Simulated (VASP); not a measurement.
Crystal: Bi.

```
Bi
1.0
     0.00000    2.60000    2.60000
     2.60000    0.00000    2.60000
     2.60000    2.60000    0.00000
Bi
1
Direct
  0.00000 0.00000 0.00000
```

This isn't the form of Bi at room conditions, which is rhombohedral.

- Program: VASP 6.6.1
- Task: relaxation of cell and atoms
- Functional: PBEsol
- Potentials or basis: VASP PAW PBE potentials, release 64 (Bi_d)
- Cutoff: 500 eV
- k mesh: 7 × 7 × 7
- Occupations: methfessel-paxton, width 0.05 eV
- Spin: no spin polarisation

At the start: pressure -6.1 GPa; volume 35.15 Å³/atom.

Task: Where does the relaxation end?

Result: Over 3 steps the energy falls by 121.9 meV/atom and the volume is 29.98 Å³/atom (-14.7 %); space group Fm-3m (No. 225, to 0.1 Å) before and after.

Step by step:
```csv
step,energy change (eV),largest force (eV/Å),pressure (GPa),volume (Å³)
1,0.0000,0.0000,-6.09,35.15
2,-0.1106,0.0000,3.00,28.78
3,-0.1219,0.0000,0.13,29.98
```

Final structure:
```yaml
crystal:
  lattice:
    - [0.00000, 2.46574, 2.46574]
    - [2.46574, 0.00000, 2.46574]
    - [2.46574, 2.46574, 0.00000]
  atoms:
    - { symbol: Bi, position: [0.00000, 0.00000, 0.00000] }
```

Caveat: the PAW data sets were made with another functional, which shifts forces and pressure a little.
